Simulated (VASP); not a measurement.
Here is a VASP 6.6.1 calculation.

Contents of INCAR:

```
  PREC = Accurate
  ENCUT = 520
  EDIFF = 1E-6
  ISMEAR = 0
  SIGMA = 0.1
  LREAL = F
  LASPH = T
  NELM = 100
  ALGO = Normal
  ISIF = 2
  LWAVE = F
  LCHARG = T
  GGA = PE
  LELF = T
  LVHAR = T
  NBANDS = 24
```

KPOINTS

```
regular mesh
0
Gamma
  6 6 4
```

The input POSCAR:

```
Sn2Se
1.0
    3.2317942682      0.0000000000      0.0000000000
   -1.6158971341      2.7988159361      0.0000000000
    0.0000000000      0.0000000000      8.9392423558
Sn Se
2 1
Direct
    0.0000000000      0.0000000000      0.8156128557
    0.0000000000      0.0000000000      0.1843871443
    0.0000000000      0.0000000000      0.5000000000
```

Potentials or basis: VASP PAW PBE potentials, release 64 (Sn_d, Se).

Launch:

```sh
$ cat potpaw_PBE.64/Sn_d/POTCAR potpaw_PBE.64/Se/POTCAR > POTCAR
$ mpirun -np 1 vasp_std > vasp.out
```

Predict the band gap on the k mesh.

zero (band 17 reaches 8.14 eV, above the bottom of band 18 at 4.20 eV).

Estimate the pressure.

-0.1 GPa.

Forces in eV/Å, atoms in the order of the input:
```
Sn   0.000  0.000 -0.027
Sn   0.000  0.000  0.027
Se   0.000  0.000  0.000
```

Caveat: the k points lie up to 0.37 Å⁻¹ apart; spin-orbit coupling is left out, which moves the levels of the heavy elements.
